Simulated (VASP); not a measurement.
# Al2Cu (Pmm2) in VASP: single point with r2SCAN

Aim: the single point of Al2Cu with r2SCAN.

Program: VASP 6.6.1. These are calculated values, not measurements. Logs are shortened: lines on timing, memory, paths and dates and some standing lists are left out, and cuts for length are marked.

## 1. The cell of the first run

The structure is orthorhombic, space group Pmm2 (No. 25). Conventional cell: a = 2.851 Å, b = 4.088 Å, c = 12.764 Å, α = 90.00°, β = 90.00°, γ = 90.00°. Al (site symmetry mm2) has 4 Cu at 2.49 to 2.92 Å and 6 Al at 2.85 to 3.26 Å within 3.3 Å. Al (site symmetry mm2) has 4 Cu at 2.49 Å and 6 Al at 2.85 to 2.89 Å within 3.3 Å. Within 3.3 Å of Al (site symmetry mm2) lie 4 Cu at 2.49 Å and 6 Al at 2.85 to 2.89 Å. Within 3.3 Å of Al (site symmetry mm2) lie 4 Cu at 2.49 Å and 6 Al at 2.85 to 3.26 Å. Within 3.3 Å of Al (site symmetry mm2) lie 4 Cu at 2.49 Å and 6 Al at 2.85 to 2.89 Å. Within 3.3 Å of Al (site symmetry mm2) lie 4 Cu at 2.49 Å and 6 Al at 2.85 to 2.89 Å. Cu (site symmetry mm2) has 8 Al at 2.49 Å and 2 Cu at 2.85 Å within 3.3 Å. Within 3.3 Å of Cu (site symmetry mm2) lie 8 Al at 2.49 Å and 2 Cu at 2.85 Å.

## 2. Single point, r2SCAN (the distance across one plane changed)

The input, POSCAR:

```
Al2Cu
1.0
    0.0000000000     -4.0880282815      0.0000000000
    0.0000000000      0.0000000000     -2.8513253939
   12.7640848444      0.0000000000      0.0000000000
Al Cu
6 3
Direct
    0.0000000000      0.5000000000      0.0800529518
    0.0000000000      0.5000000000      0.4003288142
    0.0000000000      0.5000000000      0.7206046766
    0.5000000000      0.5000000000      0.8807426078
    0.5000000000      0.5000000000      0.2401908830
    0.5000000000      0.5000000000      0.5604667454
    0.0000000000      0.0000000000      0.2401908830
    0.0000000000      0.0000000000      0.5604667454
    0.0000000000      0.0000000000      0.8807426078
```

The input, INCAR.step1:

```
SYSTEM = Al2Cu
PREC = Accurate
ENCUT = 520
ISMEAR = 0
SIGMA = 0.15
LREAL = .FALSE.
LASPH = .TRUE.
NELM = 60
NBANDS = 36
GGA = PE
ALGO = Normal
EDIFF = 1E-4
LWAVE = .TRUE.
LCHARG = .FALSE.
KPAR = 4
```

The input, INCAR.step2:

```
SYSTEM = Al2Cu
PREC = Accurate
ENCUT = 520
EDIFF = 1E-7
ISMEAR = 0
SIGMA = 0.15
LREAL = .FALSE.
LASPH = .TRUE.
NELM = 60
ALGO = Normal
ISIF = 2
LWAVE = .FALSE.
LCHARG = .FALSE.
METAGGA = R2SCAN
LMIXTAU = .TRUE.
NBANDS = 36
ISTART = 1
KPAR = 4
```

The input, KPOINTS:

```
Automatic mesh
0
G
  11 16 4
  0 0 0
```

Potentials or basis: VASP PAW PBE potentials, release 64 (Al, Cu).

Run with:

```sh
$ cat potpaw_PBE.64/Al/POTCAR potpaw_PBE.64/Cu/POTCAR > POTCAR
$ cp INCAR.step1 INCAR
$ mpirun -np 4 vasp_std > vasp.out
$ cp INCAR.step2 INCAR
$ mpirun -np 4 vasp_std > vasp.out
```

OUTCAR:

```text
SYSTEM = Al2Cu
   PREC = Accurate
   ENCUT = 520
   EDIFF = 1E-7
   ISMEAR = 0
   LREAL = .FALSE.
   LASPH = .TRUE.
   NELM = 60
   ISIF = 2
   METAGGA = R2SCAN
   ISTART = 1

 ion  position               nearest neighbor table
   1  0.000  0.500  0.080-   7 2.49   7 2.49   5 2.89   5 2.89   9 2.92   9 2.92   4 3.26   4 3.26

   2  0.000  0.500  0.400-   8 2.49   8 2.49   7 2.49   7 2.49   6 2.89   6 2.89   5 2.89   5 2.89

   3  0.000  0.500  0.721-   8 2.49   8 2.49   9 2.49   9 2.49   6 2.89   6 2.89   4 2.89   4 2.89

   4  0.500  0.500  0.881-   9 2.49   9 2.49   9 2.49   9 2.49   3 2.89   3 2.89   1 3.26   1 3.26

   5  0.500  0.500  0.240-   7 2.49   7 2.49   7 2.49   7 2.49   1 2.89   1 2.89   2 2.89   2 2.89

   6  0.500  0.500  0.560-   8 2.49   8 2.49   8 2.49   8 2.49   2 2.89   3 2.89   2 2.89   3 2.89

   7  0.000  0.000  0.240-   1 2.49   1 2.49   2 2.49   2 2.49   5 2.49   5 2.49   5 2.49   5 2.49

   8  0.000  0.000  0.560-   2 2.49   3 2.49   2 2.49   3 2.49   6 2.49   6 2.49   6 2.49   6 2.49

   9  0.000  0.000  0.881-   3 2.49   3 2.49   4 2.49   4 2.49   4 2.49   4 2.49   1 2.92   1 2.92

  LATTYP: Found a simple orthorhombic cell.
 ALAT       =     2.8513253939
 B/A-ratio  =     1.4337291318
 C/A-ratio  =     4.4765444420

  Lattice vectors:

 A1 = (   0.0000000000,   0.0000000000,   2.8513253939)
 A2 = (   0.0000000000,  -4.0880282815,   0.0000000000)
 A3 = (  12.7640848444,   0.0000000000,   0.0000000000)

Analysis of symmetry for initial positions (statically):
=====================================================================
 Subroutine PRICEL returns:
 Original cell was already a primitive cell.

 Routine SETGRP: Setting up the symmetry group for a
 simple orthorhombic supercell.

 Subroutine GETGRP returns: Found  4 space group operations
 (whereof  4 operations were pure point group operations)
 out of a pool of  8 trial point group operations.

The static configuration has the point symmetry C_2v.

Analysis of symmetry for dynamics (positions and initial velocities):
=====================================================================
 Subroutine PRICEL returns:
 Original cell was already a primitive cell.

 Routine SETGRP: Setting up the symmetry group for a
 simple orthorhombic supercell.

 Subroutine GETGRP returns: Found  4 space group operations
 (whereof  4 operations were pure point group operations)
 out of a pool of  8 trial point group operations.

The dynamic configuration has the point symmetry C_2v.

 Subroutine INISYM returns: Found  4 space group operations
 (whereof  4 operations are pure point group operations),
 and found     1 'primitive' translations

----------------------------------------------------------------------------------------

                                     Primitive cell

  volume of cell :     148.7820

  direct lattice vectors                    reciprocal lattice vectors
     0.000000000 -4.088028281  0.000000000     0.000000000 -0.244616703  0.000000000
     0.000000000  0.000000000 -2.851325394     0.000000000  0.000000000 -0.350714093
    12.764084844  0.000000000  0.000000000     0.078344826  0.000000000  0.000000000

  length of vectors
     4.088028281  2.851325394 12.764084844     0.244616703  0.350714093  0.078344826

  position of ions in fractional coordinates (direct lattice)
     0.000000000  0.500000000  0.080052952
     0.000000000  0.500000000  0.400328814
     0.000000000  0.500000000  0.720604677
     0.500000000  0.500000000  0.880742608
     0.500000000  0.500000000  0.240190883
     0.500000000  0.500000000  0.560466745
     0.000000000  0.000000000  0.240190883
     0.000000000  0.000000000  0.560466745
     0.000000000  0.000000000  0.880742608

  ion indices of the primitive-cell ions
   primitive index   ion index
                 1           1
                 2           2
                 3           3
                 4           4
                 5           5
                 6           6
                 7           7
                 8           8
                 9           9

----------------------------------------------------------------------------------------

 KPOINTS: Automatic mesh

Automatic generation of k-mesh.
 Grid dimensions read from file:
 generate k-points for:   11   16    4

 Generating k-lattice:

  Cartesian coordinates                     Fractional coordinates (reciprocal lattice)
     0.000000000 -0.022237882  0.000000000     0.090909091  0.000000000  0.000000000
     0.000000000  0.000000000 -0.021919631     0.000000000  0.062500000  0.000000000
     0.019586206  0.000000000  0.000000000     0.000000000  0.000000000  0.250000000

  Length of vectors
     0.022237882  0.021919631  0.019586206

  Shift w.r.t. Gamma in fractional coordinates (k-lattice)
     0.000000000  0.000000000  0.000000000

 Subroutine IBZKPT returns following result:
 ===========================================

 Found    162 irreducible k-points:

 Following reciprocal coordinates:
            Coordinates               Weight
  0.000000  0.000000  0.000000      1.000000
  0.090909  0.000000  0.000000      2.000000
  0.181818  0.000000  0.000000      2.000000
  0.272727  0.000000  0.000000      2.000000
  0.363636  0.000000  0.000000      2.000000
  0.454545  0.000000  0.000000      2.000000
[... 16 lines left out ...]
  0.363636  0.187500  0.000000      4.000000
  0.454545  0.187500  0.000000      4.000000
 [... further k-points ...]
   k-points           NKPTS =    162   k-points in BZ     NKDIM =    162   number of bands    NBANDS=     36
   number of dos      NEDOS =    301   number of ions     NIONS =      9
   total plane-waves  NPLWV =  69120
   dimension x,y,z NGX =    30 NGY =   24 NGZ =   96
   dimension x,y,z NGXF=    60 NGYF=   48 NGZF=  192
   ions per type =               6   3
   NGX,Y,Z   is equivalent  to a cutoff of  12.20, 13.99, 12.50 a.u.
   NGXF,Y,Z  is equivalent  to a cutoff of  24.40, 27.99, 25.01 a.u.
 SYSTEM =  Al2Cu
   PREC   = accura    normal or accurate (medium, high low for compatibility)
   ISTART =      1    job   : 0-new  1-cont  2-samecut
   ICHARG =      0    charge: 1-file 2-atom 10-const
   ISPIN  =      1    spin polarized calculation?
   LNONCOLLINEAR =      F non collinear calculations
   LSORBIT =      F    spin-orbit coupling
   LASPH  =      T    aspherical Exc in radial PAW
   ENCUT  =  520.0 eV  38.22 Ry    6.18 a.u.   7.60  5.30 23.73*2*pi/ulx,y,z
   NELM   =     60;   NELMIN=  2; NELMDL=  0     # of ELM steps
   EDIFF  = 0.1E-06   stopping-criterion for ELM
   LREAL  =      F    real-space projection
   EDIFFG = 0.1E-05   stopping-criterion for IOM
   NSW    =      0    number of steps for IOM
   IBRION =     -1    ionic relax: 0-MD 1-quasi-New 2-CG
   NFREE  =      0    steps in history (QN), initial steepest desc. (CG)
   ISIF   =      2    stress and relaxation
   ISYM   =      2    0-nonsym 1-usesym 2-fastsym
   POTIM  = 0.5000    time-step for ionic-motion
   TEBEG  =    0.0;   TEEND  =   0.0 temperature during run
   PSTRESS=    0.0 pullay stress
   NELECT =      51.0000    total number of electrons
   NUPDOWN=      -1.0000    fix difference up-down
   EMIN   =  10.00;   EMAX   =-10.00  energy-range for DOS
   EFERMI =   0.00;   METHOD = LEGACY
   ISMEAR =     0;   SIGMA  =   0.15  broadening in eV -4-tet -1-fermi 0-gaus
   EFERMI_NEDOS =   21; number of points for ismear=-14 and -15
   IALGO  =     38    algorithm
   IMIX   =      4    mixing-type and parameters
     AMIX     =   0.40;   BMIX     =  1.00
     AMIX_MAG =   1.60;   BMIX_MAG =  1.00
  volume/ion in A,a.u.               =      16.53       111.56
  Fermi-wavevector in a.u.,A,eV,Ry     =   1.145728  2.165112 17.860260  1.312692
  Thomas-Fermi vector in A             =   2.282415
   LORBIT       =      0    0 simple, 1 ext, 2 COOP (PROOUT), +10 PAW based schemes
   METAGGA = R2SCAN    functional components
   LHFCALC =     F    Hartree Fock is set to
   AEXX    =    0.0000 exact exchange contribution
   IVDW    =     0    specifies the selected vdW correction
   LEPSILON=     F    determine dielectric tensor
   LRPA    =     F    only Hartree local field effects (RPA)
 non-spin polarized calculation
 Gauss-broadening in eV      SIGMA  =   0.15
  energy-cutoff  :      520.00
  volume of cell :      148.78
 maximum number of plane-waves:      4033
   NGX = 15   NGY = 11   NGZ = 47

 number of electron      50.9999969 magnetization

 Free energy of the ion-electron system (eV)
  ---------------------------------------------------
  ext. energy  EPLUGINS =         0.00000000
  ---------------------------------------------------
  free energy    TOTEN  =       -72.81833890 eV

  energy without entropy =      -72.78908670  energy(sigma->0) =      -72.80371280

 E-fermi :   6.8968     XC(G=0): -11.0215

 val. band max:        6.8950864924   @ k =   0.0000   0.1875   0.0000
 cond. band min:       6.8969224791   @ k =   0.0000   0.3125   0.2500
 fundamental gap:      0.0018359867
 Fermi energy:         6.8967603528

 k-point     1 :       0.0000    0.0000    0.0000
  band No.  band energies     occupation
      1      -4.1972      2.00000
      2      -3.4283      2.00000
      3      -2.9923      2.00000
      4      -0.3279      2.00000
      5      -0.0168      2.00000
      6       1.2481      2.00000
[... 28 lines left out ...]
     35      13.0530      0.00000
     36      13.3638      0.00000

 k-point     2 :       0.0909    0.0000    0.0000
  band No.  band energies     occupation
      1      -4.1226      2.00000
      2      -3.3531      2.00000
      3      -2.9159      2.00000
      4      -0.2694      2.00000
      5       0.0384      2.00000
      6       1.2093      2.00000
[... 28 lines left out ...]
     35      12.3142      0.00000
     36      12.4985      0.00000
[... 817 lines left out ...]
     35      13.1149      0.00000
     36      13.8724      0.00000

 k-point    24 :       0.4545    0.1875    0.0000
  band No.  band energies     occupation
      1      -1.9266      2.00000
      2      -1.1322      2.00000
      3      -0.6356      2.00000
      4      -0.4980      2.00000
      5       0.0636      2.00000
      6       0.3552      2.00000
[... 28 lines left out ...]
     35      12.6972      0.00000
     36      13.7240      0.00000

 [... further k-points ...]

------------------------ aborting loop because EDIFF is reached ----------------------------------------

  FORCE on cell =-STRESS in cart. coord.  units (eV):
  Direction    XX          YY          ZZ          XY          YZ          ZX
  --------------------------------------------------------------------------------------
  -------------------------------------------------------------------------------------
  Total       -4.2645864      0.1115079     -1.7821428      0.0000000      0.0000000      0.0000000
  in kB      -45.9237285      1.2007872    -19.1912258      0.0000000      0.0000000      0.0000000
  external PRESSURE =     -21.3047224 kB  Pullay stress =       0.0000000 kB

 VOLUME and BASIS-vectors are now :
 -----------------------------------------------------------------------------
  energy-cutoff  :      520.00
  volume of cell :      148.78
      direct lattice vectors                 reciprocal lattice vectors
     0.000000000 -4.088028281  0.000000000     0.000000000 -0.244616703  0.000000000
     0.000000000  0.000000000 -2.851325394     0.000000000  0.000000000 -0.350714093
    12.764084844  0.000000000  0.000000000     0.078344826  0.000000000  0.000000000

 POSITION                                       TOTAL-FORCE (eV/Angst)
 -----------------------------------------------------------------------------------
      1.02180      0.00000     -1.42566        -1.137040      0.000000      0.000000
      5.10983      0.00000     -1.42566        -0.026534      0.000000      0.000000
      9.19786      0.00000     -1.42566         0.166398      0.000000      0.000000
     11.24187     -2.04401     -1.42566         0.239405      0.000000      0.000000
      3.06582     -2.04401     -1.42566        -0.019911      0.000000      0.000000
      7.15385     -2.04401     -1.42566         0.043388      0.000000      0.000000
      3.06582      0.00000      0.00000        -0.126725      0.000000      0.000000
      7.15385      0.00000      0.00000        -0.000840      0.000000      0.000000
     11.24187      0.00000      0.00000         0.861860      0.000000      0.000000
 -----------------------------------------------------------------------------------
    total drift:                               -0.015148      0.000000      0.000000

  FREE ENERGIE OF THE ION-ELECTRON SYSTEM (eV)
  ---------------------------------------------------
  free  energy   TOTEN  =       -72.8183388981 eV

  energy  without entropy=      -72.7890866984  energy(sigma->0) =      -72.80371280
```

Run time: 37 min. Hardware: 4 MPI ranks of Oxide Virtual Turin-like, shared host; peak memory 0.75 GiB.

What came out:

* Free energy: -72.8183 eV
* Pressure: -2.1 GPa
* Largest force: 1.137 eV/Å
* Band gap on the k mesh: zero (an odd number of electrons rules out a gap without spin polarisation)

Forces in eV/Å, atoms in the order of the input:
```
Al  -1.137  0.000  0.000
Al  -0.027  0.000  0.000
Al   0.166  0.000  0.000
Al   0.239  0.000  0.000
Al  -0.020  0.000  0.000
Al   0.043  0.000  0.000
Cu  -0.127  0.000  0.000
Cu  -0.001  0.000  0.000
Cu   0.862  0.000  0.000
```

Caveat: the cell differs from its parent crystal (the distance across one plane changed); the PAW data sets were made with another functional, which shifts forces and pressure a little.
